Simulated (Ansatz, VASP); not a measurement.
**AlP in VASP and in Ansatz**

File INCAR:

```
SYSTEM = AlP
  PREC = Accurate
  ENCUT = 500
  EDIFF = 1E-6
  ISMEAR = 0
  SIGMA = 0.1
  LREAL = .False.
  LASPH = .True.
  NELM = 120
  ALGO = Normal
  ISIF = 2
  LWAVE = .False.
  LCHARG = .True.
  GGA = PS
  LELF = .True.
  LVHAR = .True.
  NBANDS = 11
  GGA_COMPAT = .False.
```

The input KPOINTS:

```
Automatic mesh
0
Gamma
  6 6 6
  0 0 0
```

POSCAR

```
AlP
1.0
    0.0000000000      2.7350000000      2.7350000000
    2.7350000000      0.0000000000      2.7350000000
    2.7350000000      2.7350000000      0.0000000000
Al P
1 1
Direct
    0.0000000000      0.0000000000      0.0000000000
    0.2500000000      0.2500000000      0.2500000000
```

Input for Ansatz:

```yaml
crystal:
  lattice:
    - [0.0, 2.735, 2.735]
    - [2.735, 0.0, 2.735]
    - [2.735, 2.735, 0.0]
  atoms:
    - { symbol: Al, position: [0.0, 0.0, 0.0] }
    - { symbol: P, position: [0.25, 0.25, 0.25] }
basis:
  ecutwfc: 420
kpoints:
  mp_grid: { grid: [6, 6, 6] }
hamiltonian:
  xc: pbesol
  pseudopotentials: { kind: paw, azcp: { folder: soft_1 } }
scf:
  occupations: { method: gaussian, width: 0.1 }
output:
  forces: true
  stress: true
  eigenvalues: true
```

Alike in both runs: task single point; functional PBEsol; k mesh 6 × 6 × 6; occupations gaussian, width 0.1 eV; no spin polarisation.

|  | VASP | Ansatz |
| --- | --- | --- |
| version | VASP 6.6.1 | Ansatz 0.2.0 |
| potentials or method | VASP PAW PBE potentials, release 64 (Al, P), cutoff 500 eV | scalar-relativistic, plane waves, PAW |
| valence electrons in the cell | 8 | 8 |

|  | VASP | Ansatz | Ansatz less VASP |
| --- | --- | --- | --- |
| gap on the k mesh at the Fermi level (eV) | 1.45 | 1.45 | +0.002 |
| least direct gap on the mesh (eV) | 3.16 | 3.15 | -0.006 |
| pressure (GPa) | 0.1 | 0.1 | -0.04 |

VASP's potentials were made for PBE, not for PBEsol, and Ansatz warns of the same on its side.
